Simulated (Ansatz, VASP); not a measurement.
**One calculation of MgCd2S3, two programs**

```
Mg Cd S
1.0
     4.13921    0.00000    0.00000
    -2.06961    3.58466    0.00000
     0.00000    0.00000   20.24139
Mg Cd S
2 4 6
Direct
  0.00000 0.00000 0.16563
  0.00000 0.00000 0.66563
  0.33333 0.66667 0.00263
  0.33333 0.66667 0.50263
  0.66667 0.33333 0.33167
  0.66667 0.33333 0.83167
  0.66667 0.33333 0.45820
  0.66667 0.33333 0.95820
  0.00000 0.00000 0.28739
  0.00000 0.00000 0.78739
  0.33333 0.66667 0.12948
  0.33333 0.66667 0.62948
```

Alike in both runs: task single point; functional PBE; k mesh 6 × 6 × 1; occupations gaussian, width 0.1 eV; no spin polarisation.

```csv
,VASP,Ansatz
version,VASP 6.6.1,Ansatz 0.2.0
potentials or method,"VASP PAW PBE potentials, release 64 (Mg, Cd, S), cutoff 520 eV","scalar-relativistic, plane waves, PAW"
valence electrons in the cell,88,136
```

VASP gave:

- gap on the k mesh at the Fermi level (eV): 1.53
- least direct gap on the mesh (eV): 1.53
- pressure (GPa): 0.2
- rms of the force components (eV/Å): 0.012

**Question.** Estimate Ansatz's values.

**Answer.** gap on the k mesh at the Fermi level (eV): 1.53; least direct gap on the mesh (eV): 1.53; pressure (GPa): 0.0; rms of the force components (eV/Å): 0.002.

Atom by atom the forces differ by 0.013 eV/Å (rms over components). VASP's potentials hold 88 valence electrons a cell and Ansatz's 136, so a difference there can come from the potentials and not from the codes.
